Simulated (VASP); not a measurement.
PN, 8 atoms in the cell. It takes space group P2_1/c (No. 14, monoclinic). Conventional cell: a = 3.488 Å, b = 6.055 Å, c = 4.469 Å, α = 90.00°, β = 120.69°, γ = 90.00°. P (site symmetry 1) has 3 N at 1.74 to 1.81 Å and 2 P at 2.28 to 2.31 Å within 2.4 Å. Within 2.3 Å of N (site symmetry 1) lie 3 P at 1.74 to 1.81 Å and 1 N at 2.26 Å. 

| Property | Result |
| --- | --- |
| Program | VASP 6.6.1 |
| Task | single point |
| Functional | PBE |
| Potentials or basis | VASP PAW PBE potentials, release 64 (P, N) |
| Cutoff | 520 eV |
| k mesh | 6 × 4 × 4 |
| Occupations | gaussian, width 0.1 eV |
| Spin | no spin polarisation |
| Dipole correction | no |
| Further INCAR settings | ALGO = Normal; EDIFF = 1e-06; NBANDS = 30 |

Potentials or basis: VASP PAW PBE potentials, release 64 (P, N).

Launch:

```console
$ cat potpaw_PBE.64/P/POTCAR potpaw_PBE.64/N/POTCAR > POTCAR
$ mpirun -np 1 vasp_std > vasp.out
```

Hardware: 1 thread of Intel(R) Xeon(R) 6975P-C (Granite Rapids) (shared host).

**Question.** Estimate the wall time of this run.

**Answer.** It took 43 s on 1 thread of Intel(R) Xeon(R) 6975P-C (Granite Rapids), with other jobs on the host, peak memory 0.24 GiB. Counts: scf iterations 13, k points 42.
